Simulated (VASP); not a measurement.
HC12: single point with PBEsol

HC12, a slab with vacuum:

```
CELL_PARAMETERS angstrom
2.51292 0.00000 0.00000
0.00000 3.55381 0.00000
0.00000 0.00000 25.28231
ATOMIC_POSITIONS crystal
C 0.50000 0.00000 0.33620
C 0.00000 0.25000 0.33620
C 0.00000 0.50000 0.38590
C 0.50000 0.75000 0.38590
C 0.50000 0.00000 0.43560
C 0.00000 0.25000 0.43560
C 0.00000 0.50071 0.48497
C 0.50000 0.74950 0.48550
C 0.50000 0.00136 0.53504
C 0.00000 0.24687 0.53582
C 0.00000 0.51522 0.58112
C 0.50000 0.73501 0.58560
H 0.50000 0.92356 0.62045
```

```
Program                : VASP 6.6.1
Task                   : single point
Functional             : PBEsol
Potentials or basis    : VASP PAW PBE potentials, release 64 (C, H)
Cutoff                 : 520 eV
k mesh                 : 11 × 8 × 1
Occupations            : gaussian, width 0.05 eV
Spin                   : collinear spin
Starting moments       : [0.0, 0.0, 0.0, 0.0, 0.0, 0.0, 0.0, 0.0, 0.0, 0.0, 0.0, 0.0, 1.0] μB
Dipole correction      : yes
Further INCAR settings : ALGO = Normal; EDIFF = 1e-07; NBANDS = 40
```

* Largest force: 4.149 eV/Å
* Net moment: 0.95 μB per cell
* Site moments: C +0.33, -0.32, +0.04, -0.04, +0.03, -0.02, -0.00, +0.09, +0.39, -0.01 (each value once); H +0.01 μB
* Valence electrons inside the program's atomic spheres: C 2.42, 2.55, 2.57, 2.58, 2.56, 2.59, 2.54, 2.60 (each value once); H 0.67

Forces on the atoms (eV/Å):
```
C    0.000  4.019  1.029
C    0.000 -4.001  1.027
C    0.000  0.942 -1.154
C    0.000 -0.925 -1.009
C    0.000  0.362 -0.009
C    0.000 -0.399  0.049
C    0.000 -0.005 -0.002
C    0.000  0.006  0.000
C    0.000 -0.007  0.006
C    0.000 -0.005 -0.013
C    0.000 -0.040  0.038
C    0.000  0.039  0.011
H    0.000  0.014  0.029
```

Levels at points of the mesh, in eV from the Fermi level:
Spin up:
| k point | band 21 | band 22 | band 23 | band 24 | band 25 | band 26 | band 27 | band 28 | band 29 | band 30 |
| --- | --- | --- | --- | --- | --- | --- | --- | --- | --- | --- |
| (0.00, 0.00, 0.00) | -3.07 | -1.85 | -1.02 | -1.02 | 0.09 | 1.88 | 2.65 | 3.96 | 4.09 | 4.84 |
| (0.00, 0.50, 0.00) | -3.92 | -3.85 | -3.00 | -1.18 | -1.06 | 0.16 | 4.29 | 4.73 | 5.40 | 5.82 |
Spin down:
| k point | band 21 | band 22 | band 23 | band 24 | band 25 | band 26 | band 27 | band 28 |
| --- | --- | --- | --- | --- | --- | --- | --- | --- |
| (0.00, 0.00, 0.00) | -2.79 | -1.78 | -1.05 | -1.00 | 1.15 | 1.98 | 2.81 | 3.98 |
| (0.00, 0.50, 0.00) | -3.88 | -3.77 | -2.99 | -1.15 | 0.18 | 0.28 | 4.38 | 4.83 |

Wall time 30 min on 1 thread of Oxide Virtual Turin-like Processor, with other jobs on the host, peak memory 0.59 GiB.

Caveat: a moment this small can come from the mesh or the smearing; the PAW data sets were made with another functional, which shifts forces and pressure a little.
